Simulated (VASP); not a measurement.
# AlAs (F-43m) in VASP: single point with PBE

Aim: the single point of AlAs with PBE.

All numbers are computed with VASP 6.6.1; they aren't measurements. Logs are shortened: lines on timing, memory, paths and dates and some standing lists are left out, and cuts for length are marked.

## Step 1: The cell of the first run

The structure is cubic, space group F-43m (No. 216). The conventional cell has a = 5.728 Å, b = 5.728 Å, c = 5.728 Å, α = 90.00°, β = 90.00°, γ = 90.00°. Al (site symmetry -43m) has 4 As at 2.48 Å within 3.3 Å. As (site symmetry -43m) has 4 Al at 2.48 Å within 3.3 Å.

## Step 2: Single point, PBE, non-collinear spin, zero start, spin-orbit coupling

File INCAR:

```
SYSTEM = AlAs
ALGO = Normal
EDIFF = 1E-6
ENCUT = 500
GGA = PE
GGA_COMPAT = .FALSE.
ISIF = 2
ISMEAR = 0
LASPH = .TRUE.
LCHARG = .FALSE.
LNONCOLLINEAR = .TRUE.
LORBIT = 11
LORBMOM = .TRUE.
LREAL = .FALSE.
LSORBIT = .TRUE.
LWAVE = .FALSE.
MAGMOM = 0 0 0 0 0 0 0 0 0 0 0 0
NBANDS = 30
NELM = 200
PREC = Accurate
SIGMA = 0.02
```

File KPOINTS:

```
k-points
0
G
  6 4 6
  0 0 0
```

File POSCAR:

```
AlAs
1.0
    4.0501042812      0.0000000000      0.0000000000
    0.0000000000      5.7277124279      0.0000000000
    0.0000000000      0.0000000000      4.0501042812
Al As
2 2
Direct
    0.0000000000      0.0000000000      0.0000000000
    0.5000000000      0.5000000000      0.5000000000
    0.5000000000      0.2500000000      0.0000000000
    0.0000000000      0.7500000000      0.5000000000
```

Potentials or basis: VASP PAW PBE potentials, release 64 (Al, As).

Run with:

```
cat potpaw_PBE.64/Al/POTCAR potpaw_PBE.64/As/POTCAR > POTCAR
mpirun -np 1 vasp_ncl > vasp.out
```

OUTCAR:

```text
SYSTEM = AlAs
   EDIFF = 1E-6
   ENCUT = 500
   GGA = PE
   ISIF = 2
   ISMEAR = 0
   LASPH = .TRUE.
   LNONCOLLINEAR = .TRUE.
   LORBIT = 11
   LREAL = .FALSE.
   LSORBIT = .TRUE.
   NELM = 200
   PREC = Accurate

 ion  position               nearest neighbor table
   1  0.000  0.000  0.000-   3 2.48   4 2.48   4 2.48   3 2.48
   2  0.500  0.500  0.500-   3 2.48   4 2.48   3 2.48   4 2.48
   3  0.500  0.250  0.000-   1 2.48   2 2.48   2 2.48   1 2.48
   4  0.000  0.750  0.500-   1 2.48   2 2.48   1 2.48   2 2.48

  LATTYP: Found a simple tetragonal cell.
 ALAT       =     4.0501042812
 C/A-ratio  =     1.4142135684

  Lattice vectors:

 A1 = (  -4.0501042812,   0.0000000000,   0.0000000000)
 A2 = (   0.0000000000,   0.0000000000,   4.0501042812)
 A3 = (   0.0000000000,   5.7277124279,   0.0000000000)

Analysis of symmetry for initial positions (statically):
=====================================================================
 Subroutine PRICEL returns following result:

  LATTYP: Found a face centered cubic cell.
 ALAT       =     5.7277124157
[... 12 lines left out ...]
 Subroutine GETGRP returns: Found  8 space group operations
 (whereof  8 operations were pure point group operations)
 out of a pool of 16 trial point group operations.

The static configuration has the point symmetry D_2d.

Analysis of symmetry for dynamics (positions and initial velocities):
=====================================================================
 Subroutine PRICEL returns following result:

  LATTYP: Found a face centered cubic cell.
 ALAT       =     5.7277124157
[... 12 lines left out ...]
 Subroutine GETGRP returns: Found  8 space group operations
 (whereof  8 operations were pure point group operations)
 out of a pool of 16 trial point group operations.

The dynamic configuration has the point symmetry D_2d.

Analysis of structural, dynamic, and magnetic symmetry:
=====================================================================
 Subroutine PRICEL returns following result:

  LATTYP: Found a face centered cubic cell.
 ALAT       =     5.7277124157
[... 12 lines left out ...]
 Subroutine GETGRP returns: Found  8 space group operations
 (whereof  8 operations were pure point group operations)
 out of a pool of 16 trial point group operations.

The overall configuration has the point symmetry D_2d.

 Subroutine INISYM returns: Found  8 space group operations
 (whereof  8 operations are pure point group operations),
 and found     2 'primitive' translations

----------------------------------------------------------------------------------------

                                     Primitive cell

  volume of cell :      46.9768

  direct lattice vectors                    reciprocal lattice vectors
    -2.025052141  2.863856214  2.025052141    -0.246907223  0.174589771  0.000000000
[... 923 lines left out ...]
  free  energy   TOTEN  =       -18.7936891915 eV

  energy  without entropy=      -18.7936891915  energy(sigma->0) =      -18.79368919

 orbital moment (x)

 # of ion     p       d       tot
 ----------------------------------------
  1        -0.000   0.000  -0.000
  2         0.000   0.000   0.000
  3         0.000  -0.000   0.000
  4         0.000  -0.000   0.000
 ----------------------------------------
            0.000  -0.000   0.000

 orbital moment (y)

 # of ion     p       d       tot
 ----------------------------------------
  1         0.000   0.000   0.000
  2         0.000   0.000   0.000
  3        -0.000   0.000  -0.000
  4         0.000  -0.000   0.000
 ----------------------------------------
            0.000  -0.000   0.000

 orbital moment (z)

 # of ion     p       d       tot
 ----------------------------------------
  1         0.000   0.000   0.000
  2         0.000   0.000   0.000
  3        -0.000  -0.000  -0.000
  4         0.000   0.000   0.000
 ----------------------------------------
           -0.000  -0.000  -0.000

 Spin-Orbit-Coupling matrix elements

 Ion:    1  E_soc:     -0.0001844
 l=   1
     0.0000000    -0.0000305    -0.0000305
    -0.0000305     0.0000000    -0.0000313
    -0.0000305    -0.0000313     0.0000000
 l=   2
     0.0000000     0.0000000     0.0000000     0.0000000     0.0000000
     0.0000000     0.0000000     0.0000000     0.0000000     0.0000000
     0.0000000     0.0000000     0.0000000     0.0000000     0.0000000
     0.0000000     0.0000000     0.0000000     0.0000000     0.0000000
     0.0000000     0.0000000     0.0000000     0.0000000     0.0000000
 l=   3
     0.0000000     0.0000000     0.0000000     0.0000000     0.0000000     0.0000000     0.0000000
     0.0000000     0.0000000     0.0000000     0.0000000     0.0000000     0.0000000     0.0000000
     0.0000000     0.0000000     0.0000000     0.0000000     0.0000000     0.0000000     0.0000000
     0.0000000     0.0000000     0.0000000     0.0000000     0.0000000     0.0000000     0.0000000
[... 49 lines left out ...]
 l=   2
     0.0000000    -0.0000040     0.0000000    -0.0000010    -0.0000071
    -0.0000040     0.0000000    -0.0000076    -0.0000010     0.0000005
     0.0000000    -0.0000076     0.0000000    -0.0000030     0.0000000
    -0.0000010    -0.0000010    -0.0000030     0.0000000    -0.0000010
    -0.0000071     0.0000005     0.0000000    -0.0000010     0.0000000
 l=   3
     0.0000000     0.0000000     0.0000000     0.0000000     0.0000000     0.0000000     0.0000000
     0.0000000     0.0000000     0.0000000     0.0000000     0.0000000     0.0000000     0.0000000
     0.0000000     0.0000000     0.0000000     0.0000000     0.0000000     0.0000000     0.0000000
     0.0000000     0.0000000     0.0000000     0.0000000     0.0000000     0.0000000     0.0000000
     0.0000000     0.0000000     0.0000000     0.0000000     0.0000000     0.0000000     0.0000000
     0.0000000     0.0000000     0.0000000     0.0000000     0.0000000     0.0000000     0.0000000
     0.0000000     0.0000000     0.0000000     0.0000000     0.0000000     0.0000000     0.0000000

 total charge

# of ion       s       p       d       tot
------------------------------------------
    1        0.403   0.356   0.000   0.760
    2        0.403   0.356   0.000   0.760
    3        1.194   1.660   0.023   2.876
    4        1.194   1.660   0.023   2.876
--------------------------------------------------
tot          3.194   4.032   0.046   7.273

 magnetization (x)

# of ion       s       p       d       tot
------------------------------------------
    1        0.000   0.000   0.000   0.000
    2        0.000   0.000   0.000   0.000
    3        0.000   0.000   0.000   0.000
    4       -0.000   0.000   0.000   0.000
--------------------------------------------------
tot          0.000   0.000   0.000   0.000

 magnetization (y)

# of ion       s       p       d       tot
------------------------------------------
    1        0.000   0.000   0.000   0.000
    2       -0.000  -0.000   0.000  -0.000
    3       -0.000   0.000  -0.000   0.000
    4       -0.000  -0.000   0.000  -0.000
--------------------------------------------------
tot         -0.000   0.000   0.000  -0.000

 magnetization (z)

# of ion       s       p       d       tot
------------------------------------------
    1       -0.000   0.000   0.000  -0.000
    2       -0.000   0.000   0.000  -0.000
    3       -0.000   0.000   0.000  -0.000
    4        0.000   0.000   0.000   0.000
--------------------------------------------------
tot         -0.000   0.000   0.000  -0.000
```

It took 3.6 min on 1 thread of Oxide Virtual Turin-like, shared host; peak memory 0.37 GiB.

Results:

```yaml
Free_energy: -18.7937 eV
Pressure: 0.2 GPa
Net_moment: 0.00 μB per cell
Valence_electrons_inside_the_program's_atomic_spheres: Al 0.76; As 2.88
```

Moments on the atoms (μB; x, y, z):
```
Al  0.00 0.00 0.00
Al  0.00 0.00 0.00
As  0.00 0.00 0.00
As  0.00 0.00 0.00
```
